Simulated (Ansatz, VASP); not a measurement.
# One calculation of Al5Ga2N8, two programs

```
CELL_PARAMETERS angstrom
-4.40699 4.40699 0.00000
0.00000 4.40699 -4.40699
-4.40699 0.00000 -4.40699
ATOMIC_POSITIONS crystal
Al 0.49658 0.00342 0.99658
Al 0.25685 0.49315 0.25685
Al 0.99658 0.00342 0.49658
Al 0.50000 0.00685 0.50000
Al 0.00000 0.49315 0.00000
Ga 0.50000 0.50294 0.50000
Ga 0.00000 0.99706 0.00000
N 0.62614 0.12305 0.62614
N 0.11754 0.62154 0.11754
N 0.61754 0.64337 0.61754
N 0.12614 0.12468 0.12614
N 0.12229 0.63549 0.63403
N 0.62229 0.10819 0.13403
N 0.63403 0.63549 0.12229
N 0.13403 0.10819 0.62229
```

Alike in both runs: task single point; functional PBEsol; k mesh 4 × 4 × 4; occupations gaussian, width 0.05 eV; no spin polarisation.

```csv
,VASP,Ansatz
version,VASP 6.6.1,Ansatz 0.2.0
potentials or method,"VASP PAW PBE potentials, release 64 (Al, Ga_d, N), cutoff 520 eV","scalar-relativistic, plane waves, PAW"
valence electrons in the cell,81,81
```

```csv
,VASP,Ansatz,Ansatz less VASP
gap on the k mesh at the Fermi level (eV),none,none,-
pressure (GPa),19.0,20.3,+1.24
"traceless stress, the component that is largest in VASP (GPa)",43.60,45.82,+2.224
rms of the force components (eV/Å),10.694,11.314,+0.6207
```

VASP's potentials were made for PBE, not for PBEsol. Atom by atom the forces differ by 0.622 eV/Å (rms over components). A gap of «none» marks a metal or a gap that the smearing closes.
